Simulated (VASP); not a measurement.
# BeC63 (a cell with a defect) in VASP: notebook

BeC63 (a cell with a defect) is run at these levels: PBEsol; tasks: relaxation of the atoms, single point.

All numbers are computed with VASP 6.6.1; they aren't measurements. Logs are shortened: lines on timing, memory, paths and dates and some standing lists are left out, and cuts for length are marked.

### 1 The cell of the first run

The cell holds a defect, 64 atoms: a = 7.108 Å, b = 7.108 Å, c = 7.108 Å, α = 90.00°, β = 90.00°, γ = 90.00°.

### 2 Relaxation of the atoms, PBEsol, collinear spin

The input, INCAR:

```
SYSTEM = BeC63
PREC = Accurate ; ENCUT = 520
EDIFF = 1E-7 ; ISMEAR = -1
SIGMA = 0.05 ; LREAL = Auto
LASPH = .TRUE. ; NELM = 200
ALGO = Normal ; ISIF = 2
LWAVE = .FALSE. ; LCHARG = .FALSE.
ISPIN = 2 ; MAGMOM = 0 0 0 0 0 0 0 0 0 0 0 0 0 0 0.2 0 0 0 0 0 0 0 0 0 0.2 0 0 0 0 0 0 0 0 0 0 0 0 0 0 0 0 0.2 0 0 0 0 0 0 0 0 0 0 0 0 0 0 0 0 0 0.2 0 0 0 0.2
LORBIT = 11 ; GGA = PS
IBRION = 2 ; NSW = 100
EDIFFG = -0.03 ; NELECT = 253.0
ISYM = -1 ; GGA_COMPAT = .FALSE.
NELMIN = 4 ; KPAR = 1
```

The input, KPOINTS:

```
explicit points
1
Reciprocal
  0.25000000   0.25000000   0.25000000 1
```

The input, POSCAR:

```
BeC63
1.0
    7.1076060000      0.0000000000      0.0000000000
    0.0000000000      7.1076060000      0.0000000000
    0.0000000000      0.0000000000      7.1076060000
C Be
63 1
Direct
    0.9979510000      0.0002980000      0.0043360000
    0.0020240000      0.0041420000      0.4990690000
    0.9963030000      0.4987970000      0.9977480000
    0.0014030000      0.5023260000      0.5027470000
    0.5003580000      0.9953940000      0.9996930000
    0.5007670000      0.0027780000      0.5004580000
    0.4995860000      0.4975910000      0.0032970000
    0.1253210000      0.1198210000      0.1264990000
    0.1203100000      0.1263250000      0.6214200000
    0.1244650000      0.6241380000      0.1262520000
    0.1277340000      0.6229280000      0.6245610000
    0.6293370000      0.1247640000      0.1295300000
    0.6245980000      0.1279610000      0.6308170000
    0.6244490000      0.6237000000      0.1206780000
    0.6256400000      0.6216150000      0.6262770000
    0.2479310000      0.2490540000      0.9976370000
    0.2478770000      0.2462810000      0.4980870000
    0.2530630000      0.7497000000      0.9988920000
    0.2520470000      0.7482670000      0.5052990000
    0.7533410000      0.2444300000      0.9987180000
    0.7482820000      0.2516980000      0.5032300000
    0.7481450000      0.7495480000      0.0031000000
    0.7477920000      0.7533140000      0.5011670000
    0.3809770000      0.3746830000      0.1236850000
    0.3770310000      0.3772720000      0.6234470000
    0.3756800000      0.8742740000      0.1283170000
    0.3751050000      0.8815780000      0.6202960000
    0.8729380000      0.3729070000      0.1275370000
    0.8741190000      0.3741030000      0.6235240000
    0.8776740000      0.8755890000      0.1263540000
    0.8731150000      0.8789790000      0.6241070000
    0.2552670000      0.9972600000      0.2492730000
    0.2518610000      0.9935410000      0.7495560000
    0.2504090000      0.4955160000      0.2483340000
    0.2484250000      0.4938730000      0.7492070000
    0.7519550000      0.9996980000      0.2526520000
    0.7472940000      0.9976190000      0.7497780000
    0.7529040000      0.4981440000      0.2481430000
    0.7491920000      0.4979050000      0.7490320000
    0.3762140000      0.1276820000      0.3740720000
    0.3795920000      0.1234000000      0.8763780000
    0.3775720000      0.6231420000      0.3767190000
    0.3802730000      0.6298760000      0.8735720000
    0.8781770000      0.1300590000      0.3761070000
    0.8729850000      0.1261190000      0.8679600000
    0.8735940000      0.6216410000      0.3734780000
    0.8829230000      0.6263870000      0.8749690000
    0.0002860000      0.2534090000      0.2477900000
    0.9976690000      0.2539990000      0.7469080000
    0.9975160000      0.7512910000      0.2536930000
    0.0007750000      0.7472690000      0.7455410000
    0.5008280000      0.2548440000      0.2513890000
    0.5019200000      0.2525920000      0.7542560000
    0.5003940000      0.7540110000      0.2507670000
    0.4964410000      0.7530070000      0.7519580000
    0.1225660000      0.3782830000      0.3708020000
    0.1256270000      0.3751800000      0.8722730000
    0.1267070000      0.8753760000      0.3808480000
    0.1313200000      0.8665350000      0.8750190000
    0.6228770000      0.3765560000      0.3745250000
    0.6282790000      0.3773270000      0.8736410000
    0.6267760000      0.8711270000      0.3752490000
    0.6222240000      0.8750920000      0.8736090000
    0.5017360000      0.5016180000      0.4978470000
```

Potentials or basis: VASP PAW PBE potentials, release 64 (C, Be).

Started as:

```
$ cat potpaw_PBE.64/C/POTCAR potpaw_PBE.64/Be/POTCAR > POTCAR
$ mpirun -np 4 vasp_std > vasp.out
```

OUTCAR:

```text
SYSTEM = BeC63
   PREC = Accurate
   ENCUT = 520
   EDIFF = 1E-7
   ISMEAR = -1
   LREAL = Auto
   LASPH = .TRUE.
   NELM = 200
   ISIF = 2
   ISPIN = 2
   LORBIT = 11
   GGA = PS
   IBRION = 2
   NSW = 100
   EDIFFG = -0.03
   NELECT = 253.0
   ISYM = -1
   NELMIN = 4

 ion  position               nearest neighbor table
   1  0.998  0.000  0.004-  30 1.51   8 1.51  45 1.59  59 1.63
   2  0.002  0.004  0.499-   9 1.49  58 1.53  44 1.53  31 1.56
   3  0.996  0.499  0.998-  47 1.49  57 1.55  28 1.56  10 1.57
   4  0.001  0.502  0.503-  11 1.51  29 1.54  46 1.55  56 1.55
   5  0.500  0.995  1.000-  63 1.51  41 1.53  26 1.54  12 1.59
   6  0.501  0.003  0.500-  27 1.51  40 1.54  13 1.56  62 1.57
[... 56 lines left out ...]
  63  0.622  0.875  0.874-   5 1.51  55 1.52  37 1.52  22 1.56
  64  0.502  0.502  0.498-  42 1.51  60 1.52  15 1.53  25 1.54

IMPORTANT INFORMATION: All symmetrisations will be switched off!
NOSYMM: (Re-)initialisation of all symmetry stuff for point group C_1.

----------------------------------------------------------------------------------------

                                     Primitive cell

  volume of cell :     359.0625

  direct lattice vectors                    reciprocal lattice vectors
     7.107606000  0.000000000  0.000000000     0.140694349  0.000000000  0.000000000
     0.000000000  7.107606000  0.000000000     0.000000000  0.140694349  0.000000000
     0.000000000  0.000000000  7.107606000     0.000000000  0.000000000  0.140694349

  length of vectors
     7.107606000  7.107606000  7.107606000     0.140694349  0.140694349  0.140694349

  position of ions in fractional coordinates (direct lattice)
     0.997951000  0.000298000  0.004336000
     0.002024000  0.004142000  0.499069000
     0.996303000  0.498797000  0.997748000
     0.001403000  0.502326000  0.502747000
     0.500358000  0.995394000  0.999693000
     0.500767000  0.002778000  0.500458000
[... 56 lines left out ...]
     0.622224000  0.875092000  0.873609000
     0.501736000  0.501618000  0.497847000

  ion indices of the primitive-cell ions
   primitive index   ion index
                 1           1
                 2           2
                 3           3
                 4           4
                 5           5
                 6           6
[... 56 lines left out ...]
                63          63
                64          64

----------------------------------------------------------------------------------------

 KPOINTS: explicit points

Read explicit list of k-points.

 Found      1 k-points:

 Following reciprocal coordinates:
            Coordinates               Weight
  0.250000  0.250000  0.250000      1.000000
   k-points           NKPTS =      1   k-points in BZ     NKDIM =      1   number of bands    NBANDS=    160
   number of dos      NEDOS =    301   number of ions     NIONS =     64
   total plane-waves  NPLWV = 157464
   dimension x,y,z NGX =    54 NGY =   54 NGZ =   54
   dimension x,y,z NGXF=   108 NGYF=  108 NGZF=  108
   ions per type =              63   1
   NGX,Y,Z   is equivalent  to a cutoff of  12.63, 12.63, 12.63 a.u.
   NGXF,Y,Z  is equivalent  to a cutoff of  25.26, 25.26, 25.26 a.u.
 SYSTEM =  BeC63
   PREC   = accura    normal or accurate (medium, high low for compatibility)
   ISTART =      0    job   : 0-new  1-cont  2-samecut
   ICHARG =      2    charge: 1-file 2-atom 10-const
   ISPIN  =      2    spin polarized calculation?
   LNONCOLLINEAR =      F non collinear calculations
   LSORBIT =      F    spin-orbit coupling
[... 37 lines left out ...]
  volume of cell :      359.06
 maximum number of plane-waves:      9651
 NGX is ok and might be reduce to    54
   NGX = 27   NGY = 27   NGZ = 27

--------------------------------------- Ionic step        1  -------------------------------------------

 number of electron     253.0000003 magnetization       0.8856779

 Free energy of the ion-electron system (eV)
  ---------------------------------------------------
  ext. energy  EPLUGINS =         0.00000000
  ---------------------------------------------------
  free energy    TOTEN  =      -611.20881884 eV

  energy without entropy =     -611.14358394  energy(sigma->0) =     -611.17620139

------------------------ aborting loop because EDIFF is reached ----------------------------------------

  FORCE on cell =-STRESS in cart. coord.  units (eV):
  Direction    XX          YY          ZZ          XY          YZ          ZX
  --------------------------------------------------------------------------------------
  -------------------------------------------------------------------------------------
  Total       -1.1594271     -1.7609330      5.9531614      0.2179012     -1.4970434     -0.6911240
  in kB       -5.1734943     -7.8574819     26.5636777      0.9722996     -6.6799763     -3.0838732
  external PRESSURE =       4.5109005 kB  Pullay stress =       0.0000000 kB
[... 85 lines left out ...]
--------------------------------------- Ionic step        2  -------------------------------------------

 number of electron     253.0000004 magnetization       0.9620356

 E-fermi :  10.6881     XC(G=0): -13.4320

 val. band max:       10.6424930319   @ k =   0.2500   0.2500   0.2500
 cond. band min:      10.7384482097   @ k =   0.2500   0.2500   0.2500
 fundamental gap:      0.0959551779
 Fermi energy:        10.6880986505

 spin component 1

 k-point     1 :       0.2500    0.2500    0.2500
  band No.  band energies     occupation
      1     -11.4813      1.00000
      2     -10.4623      1.00000
      3     -10.4203      1.00000
      4     -10.1696      1.00000
      5      -9.2953      1.00000
      6      -9.2205      1.00000
[... 274 lines left out ...]
    137      15.6318      0.00000
    138      15.8950      0.00000
 [bands above 138 left out]

------------------------ aborting loop because EDIFF is reached ----------------------------------------

  FORCE on cell =-STRESS in cart. coord.  units (eV):
  Direction    XX          YY          ZZ          XY          YZ          ZX
  --------------------------------------------------------------------------------------
  -------------------------------------------------------------------------------------
  Total       10.3458182     13.2222426     14.2902897      5.8723218      5.6828390      5.9031621
  in kB       46.1642079     58.9991383     63.7648848     26.2029623     25.3574688     26.3405752
  external PRESSURE =      56.3094103 kB  Pullay stress =       0.0000000 kB
[... 177 lines left out ...]
  FREE ENERGIE OF THE ION-ELECTRON SYSTEM (eV)
  ---------------------------------------------------
  free  energy   TOTEN  =      -614.6919998257 eV

  energy  without entropy=     -614.6378420334  energy(sigma->0) =     -614.66492093

[... ionic steps 4 to 30 ...]

--------------------------------------- Ionic step       31  -------------------------------------------

 number of electron     252.9999999 magnetization       0.9463237

------------------------ aborting loop because EDIFF is reached ----------------------------------------
[... 191 lines left out ...]
--------------------------------------- Ionic step       33  -------------------------------------------

 number of electron     252.9999999 magnetization       0.9464099

 Free energy of the ion-electron system (eV)
  ---------------------------------------------------
  ext. energy  EPLUGINS =         0.00000000
  ---------------------------------------------------
  free energy    TOTEN  =      -615.09472735 eV

  energy without entropy =     -615.07621920  energy(sigma->0) =     -615.08547328

 E-fermi :   9.8203     XC(G=0): -13.4386

 val. band max:        9.6614942195   @ k =   0.2500   0.2500   0.2500
 cond. band min:      10.0039778632   @ k =   0.2500   0.2500   0.2500
 fundamental gap:      0.3424836437
 Fermi energy:         9.8202671292

 spin component 1

 k-point     1 :       0.2500    0.2500    0.2500
  band No.  band energies     occupation
      1     -11.4205      1.00000
      2     -10.3569      1.00000
      3     -10.3383      1.00000
      4     -10.0793      1.00000
      5      -9.2158      1.00000
      6      -9.1991      1.00000
[... 274 lines left out ...]
    137      15.9438      0.00000
    138      16.2843      0.00000
 [bands above 138 left out]

------------------------ aborting loop because EDIFF is reached ----------------------------------------

  FORCE on cell =-STRESS in cart. coord.  units (eV):
  Direction    XX          YY          ZZ          XY          YZ          ZX
  --------------------------------------------------------------------------------------
  -------------------------------------------------------------------------------------
  Total       -3.1227510      1.5542341      1.5702004      2.1409733     -1.5939069      2.0560152
  in kB      -13.9340671      6.9351678      7.0064113      9.5532645     -7.1121925      9.1741717
  external PRESSURE =       0.0025040 kB  Pullay stress =       0.0000000 kB
[... 79 lines left out ...]
  FREE ENERGIE OF THE ION-ELECTRON SYSTEM (eV)
  ---------------------------------------------------
  free  energy   TOTEN  =      -615.0947273534 eV

  energy  without entropy=     -615.0762192009  energy(sigma->0) =     -615.08547328

 reached required accuracy - stopping structural energy minimisation

 total charge

# of ion       s       p       d       tot
------------------------------------------
    1        0.826   1.743   0.000   2.569
    2        0.832   1.756   0.000   2.588
    3        0.832   1.756   0.000   2.588
    4        0.825   1.753   0.000   2.578
    5        0.831   1.766   0.000   2.597
    6        0.826   1.753   0.000   2.578
[... 56 lines left out ...]
   63        0.828   1.760   0.000   2.589
   64        0.608   1.116   0.000   1.724
--------------------------------------------------
tot         52.843 111.140   0.000 163.983

 magnetization (x)

# of ion       s       p       d       tot
------------------------------------------
    1       -0.000   0.002   0.000   0.002
    2        0.000   0.005   0.000   0.005
    3        0.000   0.005   0.000   0.005
    4       -0.000   0.001   0.000   0.001
    5        0.000   0.017   0.000   0.017
    6       -0.000   0.000   0.000   0.000
[... 56 lines left out ...]
   63       -0.000   0.001   0.000   0.000
   64        0.004   0.118   0.000   0.122
--------------------------------------------------
tot          0.027   0.710   0.000   0.737
```

Wall time 26 min (4 MPI ranks of Intel Xeon Platinum 8259CL at 2.50GHz (Skylake/Cascade Lake), shared host); peak memory 0.26 GiB.

Results:

```yaml
Free_energy: -615.0947 eV
Energy_gained_by_relaxing: 60.7 meV/atom
Ionic_steps: 33
Largest_force_after_relaxing: 0.028 eV/Å
Net_moment: 0.95 μB per cell
Site_moments: C +0.00, +0.01, +0.02, -0.00, -0.01, +0.14, +0.03 (each value once); Be +0.12 μB
Valence_electrons_inside_the_program's_atomic_spheres: C 2.57, 2.59, 2.58, 2.60, 2.68, 2.55, 2.56, 2.62 (each value once); Be 1.72
```

Forces on the atoms (eV/Å):
```
C    0.002 -0.003  0.000
C   -0.003  0.000 -0.004
C   -0.010  0.005 -0.001
C   -0.005 -0.006  0.005
C    0.002  0.006 -0.002
C    0.004 -0.004  0.001
C    0.001 -0.002  0.002
C    0.001  0.001  0.001
C    0.008  0.003 -0.004
C   -0.001  0.002 -0.003
C    0.006 -0.003 -0.001
C   -0.004  0.006  0.001
C    0.001  0.001 -0.001
C   -0.006 -0.001  0.003
C   -0.006 -0.008  0.002
C   -0.001  0.004 -0.001
C    0.007  0.010  0.000
C    0.002  0.006 -0.006
C    0.001  0.001  0.001
C   -0.002 -0.002  0.000
C   -0.004  0.003  0.004
C   -0.008 -0.003  0.004
C   -0.003 -0.005  0.003
C   -0.001  0.001  0.001
C    0.006  0.006 -0.004
C   -0.001  0.006  0.000
C    0.005  0.000 -0.002
C   -0.005 -0.002  0.008
C    0.000 -0.006  0.001
C    0.001 -0.001  0.005
C    0.004  0.001 -0.006
C   -0.002  0.001 -0.002
C    0.005  0.000 -0.003
C   -0.004  0.006 -0.002
C    0.008  0.002  0.001
C   -0.009  0.002  0.000
C    0.004 -0.003  0.004
C   -0.008  0.000  0.007
C   -0.002 -0.001  0.000
C    0.000  0.000  0.002
C    0.002  0.005 -0.004
C    0.001 -0.006  0.003
C    0.001  0.000  0.000
C   -0.004  0.007  0.000
C    0.008 -0.004  0.004
C    0.002 -0.008  0.006
C   -0.001 -0.002  0.000
C   -0.006  0.002  0.000
C    0.000  0.001  0.003
C   -0.005 -0.006  0.004
C    0.001  0.000  0.001
C    0.001  0.002  0.003
C    0.002  0.009 -0.007
C   -0.009 -0.005  0.000
C   -0.001 -0.005  0.000
C    0.002  0.000 -0.002
C    0.001  0.002  0.004
C    0.003 -0.001 -0.004
C    0.004  0.001 -0.002
C   -0.003 -0.002  0.000
C    0.004 -0.002 -0.001
C   -0.002 -0.008 -0.002
C    0.001  0.000  0.001
Be   0.017 -0.001 -0.022
```

The path:
```csv
step,energy change (eV),largest force (eV/Å),pressure (GPa)
1,0.0000,7.4916,0.45
2,3.3460,8.6173,5.63
3,-3.4832,1.3244,-0.20
4,-3.6324,1.2802,0.17
5,-3.8045,0.5083,-0.09
6,-3.8370,0.5273,0.09
7,-3.8573,0.1867,0.00
8,-3.8653,0.1570,-0.02
9,-3.8667,0.1555,-0.02
10,-3.8699,0.0924,-0.01
11,-3.8699,0.0912,-0.02
12,-3.8712,0.0829,-0.02
13,-3.8712,0.0820,-0.02
14,-3.8720,0.1037,-0.02
15,-3.8720,0.1144,-0.03
16,-3.8726,0.1331,-0.02
17,-3.8741,0.1785,-0.02
18,-3.8752,0.2172,-0.02
19,-3.8753,0.2136,-0.02
20,-3.8760,0.2145,-0.02
21,-3.8774,0.2016,-0.02
22,-3.8753,0.3041,-0.01
23,-3.8775,0.1914,-0.02
24,-3.8788,0.1797,-0.02
25,-3.8812,0.1433,-0.01
26,-3.8806,0.1688,0.00
27,-3.8819,0.1473,-0.01
28,-3.8835,0.1106,-0.01
29,-3.8846,0.0688,0.00
30,-3.8846,0.0599,0.00
31,-3.8855,0.0457,0.00
32,-3.8857,0.0353,0.00
33,-3.8859,0.0282,0.00
```

Final structure:
```
C Be
1.0
     7.10761    0.00000    0.00000
     0.00000    7.10761    0.00000
     0.00000    0.00000    7.10761
C Be
63 1
Direct
  0.00068 0.00003 0.00010
  0.00027 0.99988 0.50148
  0.00032 0.50128 0.00003
  0.00059 0.49980 0.49982
  0.50145 0.99984 0.00005
  0.50054 0.99965 0.49983
  0.50057 0.49973 0.99972
  0.12569 0.12445 0.12459
  0.12369 0.12242 0.62499
  0.12380 0.62478 0.12264
  0.12581 0.62447 0.62457
  0.62624 0.12330 0.12344
  0.62538 0.12396 0.62511
  0.62548 0.62501 0.12402
  0.63744 0.63416 0.63417
  0.25072 0.24954 0.99990
  0.24857 0.24768 0.50039
  0.25076 0.74953 0.99948
  0.25125 0.74940 0.50090
  0.75015 0.25025 0.99993
  0.74886 0.25186 0.50201
  0.75105 0.75016 0.00021
  0.75297 0.75213 0.50277
  0.37573 0.37520 0.12375
  0.36316 0.35835 0.63425
  0.37486 0.87627 0.12274
  0.37704 0.87420 0.62523
  0.87722 0.37290 0.12310
  0.87574 0.37636 0.62546
  0.87557 0.87455 0.12493
  0.87768 0.87646 0.62492
  0.25073 0.99974 0.24972
  0.25072 0.99928 0.74975
  0.24872 0.50018 0.24796
  0.25116 0.50073 0.74954
  0.75021 0.99984 0.25035
  0.75096 0.00015 0.75023
  0.74893 0.50192 0.25189
  0.75296 0.50270 0.75218
  0.37569 0.12363 0.37534
  0.37482 0.12252 0.87650
  0.36336 0.63407 0.35861
  0.37706 0.62509 0.87430
  0.87720 0.12300 0.37303
  0.87550 0.12488 0.87461
  0.87576 0.62544 0.37637
  0.87773 0.62476 0.87658
  0.00043 0.25015 0.25029
  0.00021 0.24998 0.74958
  0.00029 0.74952 0.25007
  0.00115 0.74998 0.75012
  0.50003 0.24988 0.24999
  0.50042 0.24879 0.75077
  0.50055 0.75058 0.24901
  0.50339 0.75188 0.75197
  0.12514 0.37505 0.37522
  0.12469 0.37293 0.87565
  0.12471 0.87554 0.37311
  0.12589 0.87429 0.87449
  0.63693 0.36111 0.36113
  0.62581 0.37600 0.87443
  0.62586 0.87439 0.37611
  0.62595 0.87666 0.87677
  0.49568 0.51140 0.51197
```

Caveat: the cell carries a net charge on a neutralising background, which shifts energy and pressure; the cell is charged against a uniform background, so pressure and absolute levels hang on convention; the PAW data sets were made with another functional, which shifts forces and pressure a little.

[end of part 1 of 2]
